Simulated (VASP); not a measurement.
Ga2O3:

```
Ga O
1.0
     6.02446   -1.49803    0.00000
     6.02446    1.49803    0.00000
    -1.36726    0.00000    5.55392
Ga O
4 6
Direct
  0.34134 0.34134 0.68598
  0.65866 0.65866 0.31402
  0.90950 0.90950 0.20540
  0.09050 0.09050 0.79460
  0.50410 0.50410 0.74340
  0.49590 0.49590 0.25660
  0.82670 0.82670 0.43680
  0.17330 0.17330 0.56320
  0.83550 0.83550 0.89020
  0.16450 0.16450 0.10980
```

Base run:

| Item | Value |
| --- | --- |
| Program | VASP 6.6.1 |
| Functional | PBE |
| Dispersion | D3(BJ) |
| Potentials or basis | VASP PAW PBE potentials, release 64 (Ga_d, O) |
| Cutoff | 520 eV |
| k mesh | 9 × 9 × 5 |
| Occupations | fermi-dirac, width 0.05 eV |
| Spin | no spin polarisation |

Its results: band gap on the k mesh 2.81 eV (least direct gap 2.82 eV); pressure 16.6 GPa; largest force 0.477 eV/Å.

Question: The run is repeated on the same cell with these changes: functional from PBE to revPBE. What comes out?

Answer: Band gap on the k mesh 2.88 eV (least direct gap 2.90 eV); pressure 16.8 GPa; largest force 0.538 eV/Å.

Caveats: the cell stands under pressure; the PAW data sets were made with another functional, which shifts forces and pressure a little (at least some runs).

A k mesh can miss the band edges.
